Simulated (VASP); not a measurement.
Here is a VASP 6.6.1 calculation.

INCAR

```
  PREC = Accurate
  ENCUT = 520
  EDIFF = 1E-6
  ISMEAR = 0
  SIGMA = 0.1
  LREAL = F
  LASPH = T
  NELM = 100
  ALGO = Normal
  ISIF = 2
  LWAVE = F
  LCHARG = F
  GGA = PE
  NBANDS = 16
```

The input KPOINTS:

```
Automatic mesh
0
Gamma
  6 6 6
```

Contents of POSCAR:

```
NaCd
1.0
    0.0000000000      2.8513975000      2.8513975000
    2.8513975000      0.0000000000      2.8513975000
    2.8513975000      2.8513975000      0.0000000000
Na Cd
1 1
Direct
    0.5000000000      0.5000000000      0.5000000000
    0.0000000000      0.0000000000      0.0000000000
```

Potentials or basis: VASP PAW PBE potentials, release 64 (Na_pv, Cd).

The run is started by

```sh
$ cat potpaw_PBE.64/Na_pv/POTCAR potpaw_PBE.64/Cd/POTCAR > POTCAR
$ mpirun -np 1 vasp_std > vasp.out
```

(1) Predict the band gap on the k mesh.

(2) Predict the pressure.

Answers

(1) zero (an odd number of electrons rules out a gap without spin polarisation).

(2) 8.3 GPa.

Caveat: the cell stands under pressure.
